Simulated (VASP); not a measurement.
Runs of VASP 6.6.1 on Ir. The structure is that of space group P6_3/mmc (No. 194), or close to it. The cells are those of the table. 

```tsv
task	spin	cell	k mesh	cutoff (eV)	smearing	gap on the mesh (eV)	pressure (GPa)	moment (μB)
single point	off	a = 2.739, b = 2.739, c = 8.950 Å, angles 90.0, 90.0, 120.0°, 4 atoms	15 × 15 × 4	520	fermi-dirac 0.1 eV	none	0.3	-
single point	collinear, ferromagnetic start	a = 2.774, b = 2.774, c = 9.070 Å, angles 90.0, 90.0, 120.0°, 4 atoms	17 × 17 × 5	520	fermi-dirac 0.05 eV	none	-12.0	0.00
relaxation of cell and atoms	off	relaxed from a = 2.715, b = 2.715, c = 8.867 Å, angles 90.0, 90.0, 120.0°, 4 atoms	13 × 13 × 4	600	fermi-dirac 0.1 eV	-	0.0	-
single point	off	a = 2.702, b = 2.702, c = 8.829 Å, angles 90.0, 90.0, 120.0°, 4 atoms	15 × 15 × 4	520	fermi-dirac 0.1 eV	none	16.1	-
single point	off	a = 2.664, b = 2.664, c = 8.704 Å, angles 90.0, 90.0, 120.0°, 4 atoms	15 × 15 × 4	520	fermi-dirac 0.1 eV	none	36.3	-
single point	collinear, ferromagnetic start	a = 2.663, b = 2.663, c = 8.707 Å, angles 90.0, 90.0, 120.0°, 4 atoms	17 × 17 × 5	520	fermi-dirac 0.05 eV	none	36.5	0.00
single point	collinear, ferromagnetic start	a = 2.701, b = 2.701, c = 8.831 Å, angles 90.0, 90.0, 120.0°, 4 atoms	17 × 17 × 5	520	fermi-dirac 0.05 eV	none	16.2	0.00
single point	collinear, ferromagnetic start	a = 2.624, b = 2.624, c = 8.578 Å, angles 90.0, 90.0, 120.0°, 4 atoms	17 × 17 × 5	520	fermi-dirac 0.05 eV	none	(c)	0.00
single point	off	a = 2.776, b = 2.776, c = 9.067 Å, angles 90.0, 90.0, 120.0°, 4 atoms	15 × 15 × 4	520	fermi-dirac 0.1 eV	none	-12.0	-
single point	off	a = 2.625, b = 2.625, c = 8.576 Å, angles 90.0, 90.0, 120.0°, 4 atoms	15 × 15 × 4	520	fermi-dirac 0.1 eV	none	(b)	-
single point	off	a = 2.811, b = 2.811, c = 9.182 Å, angles 90.0, 90.0, 120.0°, 4 atoms	15 × 15 × 4	520	fermi-dirac 0.1 eV	none	-21.6	-
single point	off	a = 2.739, b = 2.739, c = 8.950 Å, angles 90.0, 90.0, 120.0°, 4 atoms	17 × 17 × 5	520	fermi-dirac 0.1 eV	none	(a)	-
```

Alike in all rows: level PBE; potentials or basis VASP PAW PBE potentials, release 64 (Ir).

**Question.** Fill in the values left out.

**Answer.** (a) 0.4; (b) 62.1; (c) 62.3.

Caveats: spin-orbit coupling is left out, which moves the levels of the heavy elements; the bands computed are all filled at some k points, so no gap is given (some runs).

A k mesh can miss the band edges, and the runs leave out spin-orbit coupling on Ir.

A gap of «none» marks levels without a gap at the run's occupations.
